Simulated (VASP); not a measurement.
# Re (Amm2) in VASP: single point with PBE

Aim: the single point of Re with PBE.

Program: VASP 6.6.1. These are calculated values, not measurements. Logs are shortened: lines on timing, memory, paths and dates and some standing lists are left out, and cuts for length are marked.

## Step 1: The cell of the first run

The structure is orthorhombic, space group Amm2 (No. 38). The conventional cell has a = 8.939 Å, b = 2.766 Å, c = 4.792 Å, α = 90.00°, β = 90.00°, γ = 90.00°. Within 3.6 Å of Re (site symmetry m) lie 12 Re at 2.71 to 2.84 Å. Within 3.6 Å of Re (site symmetry mm2) lie 12 Re at 2.71 to 2.84 Å. Re (site symmetry mm2) has 12 Re at 2.75 to 2.77 Å within 3.6 Å.

## Step 2: Single point, PBE (one atom moved)

INCAR reads:

```
  PREC = Accurate
  ENCUT = 520
  EDIFF = 1E-7
  ISMEAR = 0
  SIGMA = 0.1
  LREAL = False
  LASPH = True
  NELM = 80
  ALGO = Fast
  ISIF = 2
  LWAVE = False
  LCHARG = True
  GGA = PE
  LELF = True
  LVHAR = True
  NBANDS = 22
```

KPOINTS reads:

```
Automatic mesh
0
Gamma
  15 15 4
```

POSCAR reads:

```
Re
1.0
    2.7663873939      0.0000000000      0.0000000000
   -1.3831936969      2.3957617598      0.0000000000
    0.0000000000      0.0000000000      8.9388451600
Re
4
Direct
    0.0000000000      0.0000000000      0.0000000000
    0.3646386130      0.7292772361      0.2500000000
    0.0000000000      0.0000000000      0.5000000000
    0.6666666700      0.3333333300      0.7500000000
```

Potentials or basis: VASP PAW PBE potentials, release 64 (Re).

The run is started by

```bash
> cat potpaw_PBE.64/Re/POTCAR > POTCAR
> mpirun -np 1 vasp_std > vasp.out
```

OUTCAR:

```text
PREC = Accurate
   ENCUT = 520
   EDIFF = 1E-7
   ISMEAR = 0
   LREAL = False
   LASPH = True
   NELM = 80
   ISIF = 2
   GGA = PE

 ion  position               nearest neighbor table
   1  0.000  0.000  0.000-   2 2.71   2 2.71   4 2.75   4 2.75   4 2.75   2 2.84
   2  0.365  0.729  0.250-   1 2.71   3 2.71   1 2.71   3 2.71   1 2.84   3 2.84
   3  0.000  0.000  0.500-   2 2.71   2 2.71   4 2.75   4 2.75   4 2.75   2 2.84
   4  0.667  0.333  0.750-   1 2.75   3 2.75   1 2.75   3 2.75   1 2.75   3 2.75

  LATTYP: Found a hexagonal cell.
 ALAT       =     2.7663873939
 C/A-ratio  =     3.2312340563

  Lattice vectors:

 A1 = (   2.7663873939,   0.0000000000,   0.0000000000)
 A2 = (  -1.3831936969,   2.3957617598,   0.0000000000)
 A3 = (   0.0000000000,   0.0000000000,   8.9388451600)

Analysis of symmetry for initial positions (statically):
=====================================================================
 Subroutine PRICEL returns:
 Original cell was already a primitive cell.

 Routine SETGRP: Setting up the symmetry group for a
 hexagonal supercell.

 Subroutine GETGRP returns: Found  4 space group operations
 (whereof  2 operations were pure point group operations)
 out of a pool of 24 trial point group operations.

The static configuration has the point symmetry C_1h.
 The point group associated with its full space group is C_2v.

Analysis of symmetry for dynamics (positions and initial velocities):
=====================================================================
 Subroutine PRICEL returns:
 Original cell was already a primitive cell.

 Routine SETGRP: Setting up the symmetry group for a
 hexagonal supercell.

 Subroutine GETGRP returns: Found  4 space group operations
 (whereof  2 operations were pure point group operations)
 out of a pool of 24 trial point group operations.

The dynamic configuration has the point symmetry C_1h.
 The point group associated with its full space group is C_2v.

 Subroutine INISYM returns: Found  4 space group operations
 (whereof  2 operations are pure point group operations),
 and found     1 'primitive' translations

----------------------------------------------------------------------------------------

                                     Primitive cell

  volume of cell :      59.2431

  direct lattice vectors                    reciprocal lattice vectors
     2.766387394  0.000000000  0.000000000     0.361482272  0.208701887  0.000000000
    -1.383193697  2.395761760  0.000000000     0.000000000  0.417403774  0.000000000
     0.000000000  0.000000000  8.938845160     0.000000000  0.000000000  0.111871274

  length of vectors
     2.766387394  2.766387394  8.938845160     0.417403774  0.417403774  0.111871274

  position of ions in fractional coordinates (direct lattice)
     0.000000000  0.000000000  0.000000000
     0.364638613  0.729277236  0.250000000
     0.000000000  0.000000000  0.500000000
     0.666666670  0.333333330  0.750000000

  ion indices of the primitive-cell ions
   primitive index   ion index
                 1           1
                 2           2
                 3           3
                 4           4

----------------------------------------------------------------------------------------

 KPOINTS: Automatic mesh

Automatic generation of k-mesh.
 Grid dimensions read from file:
 generate k-points for:   15   15    4

 Generating k-lattice:

  Cartesian coordinates                     Fractional coordinates (reciprocal lattice)
     0.024098818  0.013913459  0.000000000     0.066666667  0.000000000  0.000000000
     0.000000000  0.027826918  0.000000000     0.000000000  0.066666667  0.000000000
     0.000000000  0.000000000  0.027967819     0.000000000  0.000000000  0.250000000

  Length of vectors
     0.027826918  0.027826918  0.027967819

  Shift w.r.t. Gamma in fractional coordinates (k-lattice)
     0.000000000  0.000000000  0.000000000

 Subroutine IBZKPT returns following result:
 ===========================================

 Found    192 irreducible k-points:

 Following reciprocal coordinates:
            Coordinates               Weight
  0.000000  0.000000  0.000000      1.000000
  0.066667  0.000000  0.000000      4.000000
  0.000000  0.066667  0.000000      2.000000
  0.133333  0.000000  0.000000      4.000000
  0.000000  0.133333  0.000000      2.000000
  0.200000  0.000000  0.000000      4.000000
[... 16 lines left out ...]
 -0.266667  0.200000  0.000000      4.000000
  0.266667  0.066667  0.000000      4.000000
 [... further k-points ...]
   k-points           NKPTS =    192   k-points in BZ     NKDIM =    192   number of bands    NBANDS=     22
   number of dos      NEDOS =    301   number of ions     NIONS =      4
   total plane-waves  NPLWV =  40320
   dimension x,y,z NGX =    24 NGY =   24 NGZ =   70
   dimension x,y,z NGXF=    48 NGYF=   48 NGZF=  140
   ions per type =               4
   NGX,Y,Z   is equivalent  to a cutoff of  14.42, 14.42, 13.02 a.u.
   NGXF,Y,Z  is equivalent  to a cutoff of  28.85, 28.85, 26.04 a.u.
 SYSTEM =  unknown system
   PREC   = accura    normal or accurate (medium, high low for compatibility)
   ISTART =      0    job   : 0-new  1-cont  2-samecut
   ICHARG =      2    charge: 1-file 2-atom 10-const
   ISPIN  =      1    spin polarized calculation?
   LNONCOLLINEAR =      F non collinear calculations
   LSORBIT =      F    spin-orbit coupling
   LASPH  =      T    aspherical Exc in radial PAW
   ENCUT  =  520.0 eV  38.22 Ry    6.18 a.u.   5.14  5.14 16.62*2*pi/ulx,y,z
   NELM   =     80;   NELMIN=  2; NELMDL= -5     # of ELM steps
   EDIFF  = 0.1E-06   stopping-criterion for ELM
   LREAL  =      F    real-space projection
   EDIFFG = 0.1E-05   stopping-criterion for IOM
   NSW    =      0    number of steps for IOM
   IBRION =     -1    ionic relax: 0-MD 1-quasi-New 2-CG
   NFREE  =      0    steps in history (QN), initial steepest desc. (CG)
   ISIF   =      2    stress and relaxation
   ISYM   =      2    0-nonsym 1-usesym 2-fastsym
   POTIM  = 0.5000    time-step for ionic-motion
   TEBEG  =    0.0;   TEEND  =   0.0 temperature during run
   PSTRESS=    0.0 pullay stress
   NELECT =      28.0000    total number of electrons
   NUPDOWN=      -1.0000    fix difference up-down
   EMIN   =  10.00;   EMAX   =-10.00  energy-range for DOS
   EFERMI =   0.00;   METHOD = LEGACY
   ISMEAR =     0;   SIGMA  =   0.10  broadening in eV -4-tet -1-fermi 0-gaus
   EFERMI_NEDOS =   21; number of points for ismear=-14 and -15
   IALGO  =     68    algorithm
   IMIX   =      4    mixing-type and parameters
     AMIX     =   0.40;   BMIX     =  1.00
     AMIX_MAG =   1.60;   BMIX_MAG =  1.00
  volume/ion in A,a.u.               =      14.81        99.95
  Fermi-wavevector in a.u.,A,eV,Ry     =   1.275209  2.409796 22.125236  1.626159
  Thomas-Fermi vector in A             =   2.407934
   LORBIT       =      0    0 simple, 1 ext, 2 COOP (PROOUT), +10 PAW based schemes
   GGA     = PE    functional components
   LHFCALC =     F    Hartree Fock is set to
   AEXX    =    0.0000 exact exchange contribution
   IVDW    =     0    specifies the selected vdW correction
   LEPSILON=     F    determine dielectric tensor
   LRPA    =     F    only Hartree local field effects (RPA)
 non-spin polarized calculation
 RMM-DIIS sequential band-by-band and
 Gauss-broadening in eV      SIGMA  =   0.10
  energy-cutoff  :      520.00
  volume of cell :       59.24
 maximum number of plane-waves:      1609
 NGX is ok and might be reduce to    24
   NGX = 11   NGY = 11   NGZ = 33

 number of electron      27.9999999 magnetization

 Free energy of the ion-electron system (eV)
  ---------------------------------------------------
  ext. energy  EPLUGINS =         0.00000000
  ---------------------------------------------------
  free energy    TOTEN  =       -49.65138541 eV

  energy without entropy =      -49.63735079  energy(sigma->0) =      -49.64436810

 E-fermi :   7.9303     XC(G=0): -13.6935

 val. band max:        7.9275682546   @ k =   0.3333   0.2667   0.2500
 cond. band min:       7.9385588971   @ k =   0.2000   0.0667   0.2500
 fundamental gap:      0.0109906425
 Fermi energy:         7.9302926931

 k-point     1 :       0.0000    0.0000    0.0000
  band No.  band energies     occupation
      1      -2.0151      2.00000
      2       0.2896      2.00000
      3       0.3533      2.00000
      4       1.2485      2.00000
      5       5.3414      2.00000
      6       5.4548      2.00000
[... 14 lines left out ...]
     21      10.2927      0.00000
     22      10.4604      0.00000

 k-point     2 :       0.0667    0.0000    0.0000
  band No.  band energies     occupation
      1      -1.8337      2.00000
      2       0.4599      2.00000
      3       0.5223      2.00000
      4       1.4247      2.00000
      5       5.1062      2.00000
      6       5.3207      2.00000
[... 14 lines left out ...]
     21      10.3013      0.00000
     22      10.4661      0.00000

 k-point     3 :       0.0000    0.0667    0.0000
  band No.  band energies     occupation
      1      -1.8349      2.00000
      2       0.4586      2.00000
      3       0.5209      2.00000
      4       1.4174      2.00000
      5       5.1157      2.00000
      6       5.3480      2.00000
[... 14 lines left out ...]
     21      10.2530      0.00000
     22      10.4476      0.00000
[... 476 lines left out ...]
 k-point    23 :      -0.2667    0.2000    0.0000
  band No.  band energies     occupation
      1       0.0587      2.00000
      2       1.8120      2.00000
      3       1.8521      2.00000
      4       2.8980      2.00000
      5       4.0414      2.00000
      6       4.3940      2.00000
[... 14 lines left out ...]
     21      10.8463      0.00000
     22      11.1591      0.00000

 k-point    24 :       0.2667    0.0667    0.0000
  band No.  band energies     occupation
      1       0.9429      2.00000
      2       1.9056      2.00000
      3       2.0149      2.00000
      4       2.9259      2.00000
      5       3.9268      2.00000
      6       4.0253      2.00000
[... 14 lines left out ...]
     21      11.3666      0.00000
     22      11.5039      0.00000

 [... further k-points ...]

------------------------ aborting loop because EDIFF is reached ----------------------------------------

  FORCE on cell =-STRESS in cart. coord.  units (eV):
  Direction    XX          YY          ZZ          XY          YZ          ZX
  --------------------------------------------------------------------------------------
  -------------------------------------------------------------------------------------
  Total        1.8766679      0.7160445      1.0292122      0.0000000      0.0000000      0.0000000
  in kB       50.7527962     19.3647790     27.8341171      0.0000000      0.0000000      0.0000000
  external PRESSURE =      32.6505641 kB  Pullay stress =       0.0000000 kB

 VOLUME and BASIS-vectors are now :
 -----------------------------------------------------------------------------
  energy-cutoff  :      520.00
  volume of cell :       59.24
      direct lattice vectors                 reciprocal lattice vectors
     2.766387394  0.000000000  0.000000000     0.361482272  0.208701887  0.000000000
    -1.383193697  2.395761760  0.000000000     0.000000000  0.417403774  0.000000000
     0.000000000  0.000000000  8.938845160     0.000000000  0.000000000  0.111871274

 POSITION                                       TOTAL-FORCE (eV/Angst)
 -----------------------------------------------------------------------------------
      0.00000      0.00000      0.00000         0.000000      0.310271     -0.043948
     -0.00000      1.74717      2.23471        -0.000000     -0.671747      0.000000
      0.00000      0.00000      4.46942         0.000000      0.310271      0.043948
      1.38319      0.79859      6.70413         0.000000      0.051206      0.000000
 -----------------------------------------------------------------------------------
    total drift:                               -0.000000      0.000003     -0.000000

  FREE ENERGIE OF THE ION-ELECTRON SYSTEM (eV)
  ---------------------------------------------------
  free  energy   TOTEN  =       -49.6513854108 eV

  energy  without entropy=      -49.6373507895  energy(sigma->0) =      -49.64436810
```

Wall time 4 min (1 thread of Intel Xeon 6975P-C (Granite Rapids), shared host); peak memory 0.33 GiB.

Results:

| Quantity | Value |
| --- | --- |
| Free energy | -49.6514 eV |
| Pressure | 3.3 GPa |
| Largest force | 0.672 eV/Å |
| Band gap on the k mesh | zero (bands 14 and 15 overlap by 2.68 eV) |

Forces in eV/Å, atoms in the order of the input:
```
Re   0.000  0.310 -0.044
Re   0.000 -0.672  0.000
Re   0.000  0.310  0.044
Re   0.000  0.051  0.000
```

Stress tensor (GPa, compression positive):
```
5.08 0.00 0.00
0.00 1.94 0.00
0.00 0.00 2.78
```

Levels at points of the mesh, in eV from the Fermi level:
```csv
k point,band 11,band 12,band 13,band 14,band 15,band 16,band 17,band 18
"(0.00, 0.00, 0.00)",-1.76,-1.28,-1.21,-1.09,-1.03,0.32,0.47,0.76
"(0.00, 0.00, 0.50)",-1.49,-1.45,-1.41,-1.35,-1.15,-1.09,0.76,1.10
```

Caveat: the cell differs from its parent crystal (one atom moved); the cell stands under pressure; spin-orbit coupling is left out, which moves the levels of the heavy elements.
